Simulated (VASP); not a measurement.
SeF, 2 atoms in the cell. The structure is cubic, space group Fm-3m (No. 225). The conventional cell has a = 5.201 Å, b = 5.201 Å, c = 5.201 Å, α = 90.00°, β = 90.00°, γ = 90.00°. Within 3.4 Å of F (site symmetry m-3m) lie 6 Se at 2.60 Å. Within 3.4 Å of Se (site symmetry m-3m) lie 6 F at 2.60 Å. 

* Program: VASP 6.6.1
* Task: single point
* Functional: PBE
* Potentials or basis: VASP PAW PBE potentials, release 64 (F, Se)
* Cutoff: 600 eV
* k mesh: 6 × 6 × 6
* Occupations: fermi-dirac, width 0.0132 eV
* Spin: no spin polarisation
* Dipole correction: no
* Further INCAR settings: ALGO = Normal; EDIFF = 1e-06; NBANDS = 14

Potentials or basis: VASP PAW PBE potentials, release 64 (F, Se).

The run is started by

```console
$ cat potpaw_PBE.64/F/POTCAR potpaw_PBE.64/Se/POTCAR > POTCAR
$ mpirun -np 1 vasp_std > vasp.out
```

Hardware: 1 thread of Intel(R) Xeon(R) Platinum 8259CL CPU @ 2.50GHz (Skylake/Cascade Lake) (shared host).

Q: Estimate the wall time of this run.

A: It took 12 s on 1 thread of Intel(R) Xeon(R) Platinum 8259CL CPU @ 2.50GHz (Skylake/Cascade Lake) (shared host), peak memory 0.16 GiB. Counts: scf iterations 15, k points 16.
